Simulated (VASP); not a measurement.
Write the native input for VASP 6.6.1 that does the following.

| Property | Result |
| --- | --- |
| Task | single point |
| Functional | PBE |
| Potentials or basis | VASP PAW PBE potentials, release 64 (Zn, S) |
| Cutoff | 520 eV |
| k mesh | 8 × 8 × 8 |
| Occupations | fermi-dirac, width 0.02 eV |
| Spin | no spin polarisation |
| Dipole correction | no |
| Further INCAR settings | ALGO = Normal; EDIFF = 1e-06; NBANDS = 16 |

The structure of ZnS lies in POSCAR:

```
ZnS
1.0
    0.0000000000      2.5310224672      2.5310224672
    2.5310224672      0.0000000000      2.5310224672
    2.5310224672      2.5310224672      0.0000000000
Zn S
1 1
Direct
    0.0000000000      0.0000000000      0.0000000000
    0.5000000000      0.5000000000      0.5000000000
```

The input as run:

INCAR

```
SYSTEM = ZnS
  PREC = Accurate
  ENCUT = 520
  EDIFF = 1E-6
  ISMEAR = -1
  SIGMA = 0.02
  LREAL = .False.
  LASPH = .True.
  NELM = 100
  ALGO = Normal
  ISIF = 2
  LWAVE = .False.
  LCHARG = .False.
  GGA = PE
  NBANDS = 16
```

KPOINTS

```
Automatic mesh
0
Gamma
  8 8 8
  0 0 0
```

Potentials or basis: VASP PAW PBE potentials, release 64 (Zn, S).

Run with:

```console
$ cat potpaw_PBE.64/Zn/POTCAR potpaw_PBE.64/S/POTCAR > POTCAR
$ mpirun -np 1 vasp_std > vasp.out
```

Results of the run:

```yaml
Pressure: 2.4 GPa
Band_gap_on_the_k_mesh: zero (bands 9 and 10 overlap by 0.29 eV)
```

Caveat: semilocal functionals underestimate gaps, so a narrow gap can read as zero.

Wall time 18 s on 1 thread of Intel Xeon 8259CL (shared host), peak memory 0.16 GiB.
